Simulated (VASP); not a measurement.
P:

```xyz
4
Lattice="1.6367 -5.4284 0.0000 1.6367 5.4284 0.0000 0.0000 0.0000 4.5131" Properties=species:S:1:pos:R:3 pbc="T T T"
P     1.6367   -4.3877    2.6574
P     1.6367    4.3877    1.8557
P     1.6367   -1.0407    0.4008
P     1.6367    1.0407    4.1123
```

Base run:

| Item | Value |
| --- | --- |
| Program | VASP 6.6.1 |
| Functional | SVWN5 |
| Potentials or basis | VASP PAW PBE potentials, release 64 (P) |
| Cutoff | 500 eV |
| k mesh | 8 × 8 × 6 |
| Occupations | fermi-dirac, width 0.05 eV |
| Spin | no spin polarisation |

Its results: band gap on the k mesh 0.04 eV; pressure -0.3 GPa; largest force 0.383 eV/Å.

Problem. The run is repeated on the same cell with these changes: functional from SVWN5 to BLYP. What comes out?

Solution. Band gap on the k mesh 0.17 eV; pressure 8.0 GPa; largest force 0.603 eV/Å.

BLYP binds less tightly than SVWN5, so the same cell stands under more pressure.

Caveats: the PAW data sets were made with another functional, which shifts forces and pressure a little; the cell stands under pressure (at least some runs).

A k mesh can miss the band edges.
